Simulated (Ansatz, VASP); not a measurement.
InH in VASP and in Ansatz

```
In H
1.0
     3.16905    0.00000    0.00000
    -1.58452    2.74448    0.00000
     0.00000    0.00000    3.89526
In H
1 1
Cartesian
  0.0000 0.0000 1.9476
  0.0000 0.0000 0.0000
```

Alike in both runs: functional PBE; k mesh 24 × 24 × 14; occupations gaussian, width 0.1 eV; no spin polarisation.

Ansatz relaxed the structure, and its values are those at the end. VASP's run is a single point on that final structure, the one shown.

|  | VASP | Ansatz |
| --- | --- | --- |
| version | VASP 6.6.1 | Ansatz 0.2.0 |
| potentials or method | VASP PAW PBE potentials, release 64 (In_d, H), cutoff 520 eV | scalar-relativistic, plane waves, PAW |
| valence electrons in the cell | 14 | 14 |

```csv
,VASP,Ansatz,Ansatz less VASP
gap on the k mesh at the Fermi level (eV),none,none,-
pressure (GPa),-0.1,0.0,+0.07
```

A gap of «none» marks a metal or a gap that the smearing closes.
